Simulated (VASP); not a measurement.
PbO, 4 atoms in the cell. Symmetry: P4mm, No. 99, tetragonal system. The conventional cell has a = 3.974 Å, b = 3.974 Å, c = 5.022 Å, α = 90.00°, β = 90.00°, γ = 90.00°. Pb (site symmetry 4mm) has 4 O at 2.23 Å within 2.9 Å. Within 3.2 Å of Pb (site symmetry 4mm) lie 4 O at 2.41 Å. O (site symmetry 2mm) has 4 Pb at 2.23 to 2.41 Å and 4 O at 2.81 Å within 2.9 Å.  This cell differs from its parent crystal: all O atoms moved +0.175 Å, as atom 3 along Cartesian [0 0 1].

```yaml
Program: VASP 6.6.1
Task: single point
Functional: PBEsol
Potentials_or_basis: VASP PAW PBE potentials, release 64 (Pb_d, O)
Cutoff: 520 eV
k_mesh: 8 × 8 × 6
Occupations: gaussian, width 0.05 eV
Spin: no spin polarisation
Dipole_correction: no
Further_INCAR_settings: ALGO = Normal; EDIFF = 1e-07; NBANDS = 28
```

Potentials or basis: VASP PAW PBE potentials, release 64 (Pb_d, O).

Command:

```sh
$ cat potpaw_PBE.64/Pb_d/POTCAR potpaw_PBE.64/O/POTCAR > POTCAR
$ mpirun -np 1 vasp_std > vasp.out
```

Hardware: 1 thread of Intel(R) Xeon(R) 6975P-C (Granite Rapids) (shared host).

Q: Estimate the wall time of this run.

A: It took 60 s on 1 thread of Intel(R) Xeon(R) 6975P-C (Granite Rapids), on a shared host, peak memory 0.25 GiB. Counts: scf iterations 16, k points 60.
